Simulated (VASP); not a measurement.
The system is HfCd.

```
Hf Cd
1.0
     3.04726    0.00000    0.00000
     0.00000    3.04726    0.00000
     0.00000    0.00000    9.16246
Hf Cd
2 2
Direct
  0.00000 0.50000 0.88164
  0.50000 0.00000 0.11836
  0.00000 0.50000 0.37747
  0.50000 0.00000 0.62253
```

- Program: VASP 6.6.1
- Task: relaxation of cell and atoms
- Functional: LDA
- Potentials or basis: VASP PAW LDA potentials, release 64 (Hf_pv, Cd)
- Cutoff: 600 eV
- k mesh: 8 × 8 × 3
- Occupations: fermi-dirac, width 0.1 eV
- Spin: no spin polarisation

At the start: pressure -5.7 GPa; volume 21.27 Å³/atom.

How do energy, volume and symmetry change on relaxing?

Over 10 steps the energy falls by 29.6 meV/atom and the volume is 19.91 Å³/atom (-6.4 %); space group P4/nmm (No. 129, to 0.1 Å) before and after.

Step by step:
| step | energy change (eV) | largest force (eV/Å) | pressure (GPa) | volume (Å³) |
| --- | --- | --- | --- | --- |
| 1 | 0.0000 | 0.0257 | -5.70 | 85.08 |
| 2 | -0.0172 | 0.6538 | 6.41 | 76.10 |
| 3 | -0.0944 | 0.3324 | 0.02 | 80.17 |
| 4 | -0.1032 | 0.1584 | 0.04 | 79.94 |
| 5 | -0.1078 | 0.1125 | 0.19 | 79.59 |
| 6 | -0.1129 | 0.0822 | -0.08 | 79.79 |
| 7 | -0.1167 | 0.0389 | -0.63 | 80.19 |
| 8 | -0.1165 | 0.0955 | 0.76 | 79.19 |
| 9 | -0.1179 | 0.0689 | 0.02 | 79.70 |
| 10 | -0.1182 | 0.0123 | 0.04 | 79.65 |

Final structure:
```
CELL_PARAMETERS angstrom
3.04278 0.00000 0.00000
0.00000 3.04278 0.00000
0.00000 0.00000 8.60251
ATOMIC_POSITIONS crystal
Hf 0.00000 0.50000 0.87548
Hf 0.50000 0.00000 0.12452
Cd 0.00000 0.50000 0.38123
Cd 0.50000 0.00000 0.61877
```
